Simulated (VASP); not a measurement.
Runs of VASP 6.6.1 on GaSb. The structure is that of space group F-43m (No. 216), or close to it. The cells are those of the table. 

| cell | k mesh | smearing | gap on the mesh (eV) | pressure (GPa) |
| --- | --- | --- | --- | --- |
| a = 4.292 Å, angles 60.0°, 2 atoms | 10 × 10 × 10 | gaussian 0.02 eV | 0.63 | 1.8 |
| a = 4.248 Å, angles 60.0°, 2 atoms | 10 × 10 × 10 | gaussian 0.02 eV | 0.81 | (c) |
| a = 4.326 Å, angles 60.0°, 2 atoms | 6 × 6 × 6 | gaussian 0.1 eV | 0.45 | 0.5 |
| a = 4.421 Å, angles 60.0°, 2 atoms | 10 × 10 × 10 | gaussian 0.02 eV | none | -2.6 |
| a = 4.379 Å, angles 60.0°, 2 atoms | 10 × 10 × 10 | gaussian 0.02 eV | (a) | (b) |

Alike in all rows: task single point; level r2SCAN; potentials or basis VASP PAW PBE potentials, release 64 (Ga_d, Sb); no spin polarisation; cutoff (eV) 520.

Q: Fill in the values left out.

A: (a) 0.17; (b) -1.4; (c) 3.9.

Caveats: the PAW data sets were made with another functional, which shifts forces and pressure a little; spin-orbit coupling is left out, which moves the levels of the heavy elements; the cell stands under pressure (at least some runs); semilocal functionals underestimate gaps, so a narrow gap can read as zero (at least some runs).

A k mesh can miss the band edges, and the runs leave out spin-orbit coupling on Ga, Sb.

A gap of «none» marks levels without a gap at the run's occupations.
